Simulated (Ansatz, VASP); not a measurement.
## Two plane-wave programs on Hf

```
Hf
1.0
     5.64647    0.00000    0.00000
     0.00000    5.64647    0.00000
     0.00000    0.00000    5.64647
Hf
8
Cartesian
  2.8232 2.8232 2.8232
  0.0000 0.0000 0.0000
  1.4116 0.0000 2.8232
  2.8232 1.4116 0.0000
  2.8232 4.2349 0.0000
  4.2349 0.0000 2.8232
  0.0000 2.8232 4.2349
  0.0000 2.8232 1.4116
```

Alike in both runs: functional PBE; k mesh 8 × 8 × 8; occupations gaussian, width 0.1 eV; no spin polarisation.

Ansatz relaxed the structure, and its values are those at the end. VASP's run is a single point on that final structure, the one shown.

|  | VASP | Ansatz |
| --- | --- | --- |
| version | VASP 6.6.1 | Ansatz 0.2.0 |
| potentials or method | VASP PAW PBE potentials, release 64 (Hf_pv), cutoff 520 eV | scalar-relativistic, plane waves, PAW |
| valence electrons in the cell | 80 | 208 |

```tsv
	VASP	Ansatz	Ansatz less VASP
gap on the k mesh at the Fermi level (eV)	none	none	-
pressure (GPa)	-0.4	0.0	+0.39
```

A gap of «none» marks a metal or a gap that the smearing closes. With one functional, cell and mesh, what is left measures potentials, basis and numerics. VASP's potentials hold 80 valence electrons a cell and Ansatz's 208, so a difference there can come from the potentials and not from the codes.

Spin-orbit coupling is off throughout.
